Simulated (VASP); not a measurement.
# InPd (Pm-3m) in VASP: a series of runs, part 2 of 2

VASP 6.6.1. Earlier steps stand in the parts before.

## (5) Single point, PBEsol-based screened hybrid with 25 % exact exchange

This run uses another cell than the first one, of 16.85 Å³/atom.

File POSCAR:

```
InPd
1.0
    3.2303703079      0.0000000000      0.0000000000
    0.0000000000      3.2303703079      0.0000000000
    0.0000000000      0.0000000000      3.2303703079
In Pd
1 1
Direct
    0.0000000000      0.0000000000      0.0000000000
    0.5000000000      0.5000000000      0.5000000000
```

File INCAR.step1:

```
ALGO     = Normal         # electronic algorithm
EDIFF    = 1E-5           # SCF threshold, eV
ENCUT    = 520            # plane-wave cutoff, eV
GGA      = PE             # functional
ISIF     = 2              # what is computed and relaxed
ISMEAR   = -1             # smearing method
LASPH    = T              # aspherical terms in the spheres
LREAL    = F              # projectors in reciprocal space
LWAVE    = T              # write WAVECAR
NBANDS   = 18             # bands
NELM     = 80             # most SCF steps
PREC     = Accurate       # precision mode
SIGMA    = 0.05           # smearing width, eV
```

File INCAR.step2:

```
AEXX     = 0.25           # exact-exchange fraction
ALGO     = Normal         # electronic algorithm
EDIFF    = 1E-7           # SCF threshold, eV
ENCUT    = 520            # plane-wave cutoff, eV
GGA      = PS             # functional
HFSCREEN = 0.207          # screening, 1/A
ISIF     = 2              # what is computed and relaxed
ISMEAR   = -1             # smearing method
ISTART   = 1            
LASPH    = T              # aspherical terms in the spheres
LCHARG   = T              # write CHGCAR
LELF     = T              # ELF
LHFCALC  = T              # exact exchange
LREAL    = F              # projectors in reciprocal space
LVHAR    = T            
LWAVE    = F              # write WAVECAR
NBANDS   = 18             # bands
NELM     = 80             # most SCF steps
PREC     = Accurate       # precision mode
PRECFOCK = Normal       
SIGMA    = 0.05           # smearing width, eV
```

File KPOINTS:

```
k-points
0
Gamma
  4 4 4
```

Potentials or basis: VASP PAW PBE potentials, release 64 (In_d, Pd).

The run is started by

```console
cat potpaw_PBE.64/In_d/POTCAR potpaw_PBE.64/Pd/POTCAR > POTCAR
cp INCAR.step1 INCAR
mpirun -np 1 vasp_std > vasp.out
cp INCAR.step2 INCAR
mpirun -np 1 vasp_std > vasp.out
```

OUTCAR:

```text
AEXX = 0.25
   EDIFF = 1E-7
   ENCUT = 520
   GGA = PS
   HFSCREEN = 0.207
   ISIF = 2
   ISMEAR = -1
   ISTART = 1
   LASPH = T
   LHFCALC = T
   LREAL = F
   NELM = 80
   PREC = Accurate
   PRECFOCK = Normal

 ion  position               nearest neighbor table
   1  0.000  0.000  0.000-   2 2.80   2 2.80   2 2.80   2 2.80   2 2.80   2 2.80   2 2.80   2 2.80

   2  0.500  0.500  0.500-   1 2.80   1 2.80   1 2.80   1 2.80   1 2.80   1 2.80   1 2.80   1 2.80

  LATTYP: Found a simple cubic cell.
 ALAT       =     3.2303703079

  Lattice vectors:

 A1 = (   3.2303703079,   0.0000000000,   0.0000000000)
 A2 = (   0.0000000000,   3.2303703079,   0.0000000000)
 A3 = (   0.0000000000,   0.0000000000,   3.2303703079)

Analysis of symmetry for initial positions (statically):
=====================================================================
 Subroutine PRICEL returns:
 Original cell was already a primitive cell.

 Routine SETGRP: Setting up the symmetry group for a
 simple cubic supercell.

 Subroutine GETGRP returns: Found 48 space group operations
 (whereof 48 operations were pure point group operations)
 out of a pool of 48 trial point group operations.

The static configuration has the point symmetry O_h .

Analysis of symmetry for dynamics (positions and initial velocities):
=====================================================================
 Subroutine PRICEL returns:
 Original cell was already a primitive cell.

 Routine SETGRP: Setting up the symmetry group for a
 simple cubic supercell.

 Subroutine GETGRP returns: Found 48 space group operations
 (whereof 48 operations were pure point group operations)
 out of a pool of 48 trial point group operations.

The dynamic configuration has the point symmetry O_h .

 Subroutine INISYM returns: Found 48 space group operations
 (whereof 48 operations are pure point group operations),
 and found     1 'primitive' translations

----------------------------------------------------------------------------------------

                                     Primitive cell

  volume of cell :      33.7099

  direct lattice vectors                    reciprocal lattice vectors
     3.230370308  0.000000000  0.000000000     0.309562033  0.000000000  0.000000000
     0.000000000  3.230370308  0.000000000     0.000000000  0.309562033  0.000000000
     0.000000000  0.000000000  3.230370308     0.000000000  0.000000000  0.309562033

  length of vectors
     3.230370308  3.230370308  3.230370308     0.309562033  0.309562033  0.309562033

  position of ions in fractional coordinates (direct lattice)
     0.000000000  0.000000000  0.000000000
     0.500000000  0.500000000  0.500000000

  ion indices of the primitive-cell ions
   primitive index   ion index
                 1           1
                 2           2

----------------------------------------------------------------------------------------

 KPOINTS: k-points

Automatic generation of k-mesh.
 Grid dimensions read from file:
[... 23 lines left out ...]
  0.250000  0.000000  0.000000      6.000000
  0.500000  0.000000  0.000000      3.000000
  0.250000  0.250000  0.000000     12.000000
  0.500000  0.250000  0.000000     12.000000
  0.500000  0.500000  0.000000      3.000000
  0.250000  0.250000  0.250000      8.000000
  0.500000  0.250000  0.250000     12.000000
  0.500000  0.500000  0.250000      6.000000
  0.500000  0.500000  0.500000      1.000000
   k-points           NKPTS =     10   k-points in BZ     NKDIM =     64   number of bands    NBANDS=     18
   number of dos      NEDOS =    301   number of ions     NIONS =      2
   total plane-waves  NPLWV =  13824
   dimension x,y,z NGX =    24 NGY =   24 NGZ =   24
   dimension x,y,z NGXF=    48 NGYF=   48 NGZF=   48
   ions per type =               1   1
   NGX,Y,Z   is equivalent  to a cutoff of  12.35, 12.35, 12.35 a.u.
   NGXF,Y,Z  is equivalent  to a cutoff of  24.70, 24.70, 24.70 a.u.
 SYSTEM =  unknown system
   PREC   = accura    normal or accurate (medium, high low for compatibility)
   ISTART =      1    job   : 0-new  1-cont  2-samecut
   ICHARG =      0    charge: 1-file 2-atom 10-const
   ISPIN  =      1    spin polarized calculation?
   LNONCOLLINEAR =      F non collinear calculations
   LSORBIT =      F    spin-orbit coupling
   LASPH  =      T    aspherical Exc in radial PAW
   ENCUT  =  520.0 eV  38.22 Ry    6.18 a.u.   6.01  6.01  6.01*2*pi/ulx,y,z
   NELM   =     80;   NELMIN=  2; NELMDL=  0     # of ELM steps
   EDIFF  = 0.1E-06   stopping-criterion for ELM
   LREAL  =      F    real-space projection
   EDIFFG = 0.1E-05   stopping-criterion for IOM
   NSW    =      0    number of steps for IOM
   IBRION =     -1    ionic relax: 0-MD 1-quasi-New 2-CG
   NFREE  =      0    steps in history (QN), initial steepest desc. (CG)
   ISIF   =      2    stress and relaxation
   ISYM   =      3    0-nonsym 1-usesym 2-fastsym
   POTIM  = 0.5000    time-step for ionic-motion
   TEBEG  =    0.0;   TEEND  =   0.0 temperature during run
   PSTRESS=    0.0 pullay stress
   NELECT =      23.0000    total number of electrons
   NUPDOWN=      -1.0000    fix difference up-down
   EMIN   =  10.00;   EMAX   =-10.00  energy-range for DOS
   EFERMI =   0.00;   METHOD = LEGACY
   ISMEAR =    -1;   SIGMA  =   0.05  broadening in eV -4-tet -1-fermi 0-gaus
   EFERMI_NEDOS =   21; number of points for ismear=-14 and -15
   IALGO  =     38    algorithm
   IMIX   =      1    mixing-type and parameters
     AMIX     =   0.40;   BMIX     =  1.00
     AMIX_MAG =   1.60;   BMIX_MAG =  1.00
  volume/ion in A,a.u.               =      16.85       113.74
  Fermi-wavevector in a.u.,A,eV,Ry     =   1.441225  2.723520 28.261064  2.077130
  Thomas-Fermi vector in A             =   2.559881
   LORBIT       =      0    0 simple, 1 ext, 2 COOP (PROOUT), +10 PAW based schemes
   GGA     = PS    functional components
   LHFCALC =     T    Hartree Fock is set to
   PRECFOCK=normal    Normal, Fast or Accurate (Low or Medium for compatibility)
   ENCUT4O =  -1.0   cutoff for four orbital integrals eV
   NKREDX  =     1    reduce k-point grid by
   NKREDY  =     1    reduce k-point grid by
   NKREDZ  =     1    reduce k-point grid by
   AEXX    =    0.2500 exact exchange contribution
   HFSCREEN=    0.2070 screening length (either q_TF or 0.3 A-1)
   HFSCREENC=   0.2070 screening length for correlation (either q_TF or 0.3 A-1)
   ENCUTFOCK=  -1.0 apply spherical cutoff to Coloumb kernel
   IVDW    =     0    specifies the selected vdW correction
   LEPSILON=     F    determine dielectric tensor
   LRPA    =     F    only Hartree local field effects (RPA)
 non-spin polarized calculation
  energy-cutoff  :      520.00
  volume of cell :       33.71
 maximum number of plane-waves:       925
  NGX = 20; NGY = 20; NGZ = 20

 number of electron      22.9999988 magnetization

 Free energy of the ion-electron system (eV)
  ---------------------------------------------------
  ext. energy  EPLUGINS =         0.00000000
  ---------------------------------------------------
  free energy    TOTEN  =       -11.22914825 eV

  energy without entropy =      -11.21856892  energy(sigma->0) =      -11.22385858

 E-fermi :  11.0449     XC(G=0): -10.2729

 val. band max:       10.9900225812   @ k =   0.5000   0.5000   0.2500
 cond. band min:      11.3754798709   @ k =   0.5000   0.5000   0.5000
 fundamental gap:      0.3854572896
 Fermi energy:        11.0448990896

 k-point     1 :       0.0000    0.0000    0.0000
  band No.  band energies     occupation
      1      -6.3274      2.00000
      2      -6.3274      2.00000
      3      -5.8506      2.00000
      4      -5.8506      2.00000
      5      -5.8506      2.00000
      6      -0.8189      2.00000
[... 187 lines left out ...]
      5      -5.6099      2.00000
      6       4.7095      2.00000
[... 10 lines left out ...]
     17      15.8105      0.00000
     18      17.7711      0.00000

------------------------ aborting loop because EDIFF is reached ----------------------------------------

  FORCE on cell =-STRESS in cart. coord.  units (eV):
  Direction    XX          YY          ZZ          XY          YZ          ZX
  --------------------------------------------------------------------------------------
  -------------------------------------------------------------------------------------
  Total        0.0906354      0.0906354      0.0906354      0.0000000     -0.0000000      0.0000000
  in kB        4.3077600      4.3077600      4.3077600      0.0000000     -0.0000000      0.0000000
  external PRESSURE =       4.3077600 kB  Pullay stress =       0.0000000 kB

 VOLUME and BASIS-vectors are now :
 -----------------------------------------------------------------------------
  energy-cutoff  :      520.00
  volume of cell :       33.71
      direct lattice vectors                 reciprocal lattice vectors
     3.230370308  0.000000000  0.000000000     0.309562033  0.000000000  0.000000000
     0.000000000  3.230370308  0.000000000     0.000000000  0.309562033  0.000000000
     0.000000000  0.000000000  3.230370308     0.000000000  0.000000000  0.309562033

 POSITION                                       TOTAL-FORCE (eV/Angst)
 -----------------------------------------------------------------------------------
      0.00000      0.00000      0.00000         0.000000      0.000000      0.000000
      1.61519      1.61519      1.61519         0.000000      0.000000      0.000000
 -----------------------------------------------------------------------------------
    total drift:                                0.000000      0.000000      0.000000

  FREE ENERGIE OF THE ION-ELECTRON SYSTEM (eV)
  ---------------------------------------------------
  free  energy   TOTEN  =       -11.2291482516 eV

  energy  without entropy=      -11.2185689157  energy(sigma->0) =      -11.22385858
```

It took 13 min on 1 thread of Intel Xeon Platinum 8259CL at 2.50GHz (Skylake/Cascade Lake), shared host; peak memory 0.25 GiB.

What came out:

```yaml
Free_energy: -11.2291 eV
Pressure: 0.4 GPa
Band_gap_on_the_k_mesh: zero (an odd number of electrons rules out a gap without spin polarisation)
```

Caveat: the k points lie up to 0.49 Å⁻¹ apart, too coarse for converged energies and pressures of a metal; the PAW data sets were made with another functional, which shifts forces and pressure a little; spin-orbit coupling is left out, which moves the levels of the heavy elements.

## (6) The runs side by side

```tsv
level	cell	screening parameter	gap on the mesh (eV)	pressure (GPa)
PBE0	a = 3.250 Å, 2 atoms	-	none	2.1
PBE0	a = 3.272 Å, 2 atoms	-	none	-0.8
PBEsol-based global hybrid with 25 % exact exchange	a = 3.228 Å, 2 atoms	-	none	0.2
PBEsol-based screened hybrid with 25 % exact exchange	a = 3.230 Å, 2 atoms	0.207 1/Å	none	0.4
```

Alike in all rows: task single point; potentials or basis VASP PAW PBE potentials, release 64 (In_d, Pd); no spin polarisation; k mesh 4 × 4 × 4; cutoff (eV) 520; smearing fermi-dirac 0.05 eV.

Caveats: all runs use coarse meshes; the PAW data sets were made with another functional, which shifts forces and pressure a little; spin-orbit coupling is left out, which moves the levels of the heavy elements.

Absolute energies hang on the potentials; compare differences alone.

The gap in the log of VASP goes by the Fermi energy; the results here count the filled bands.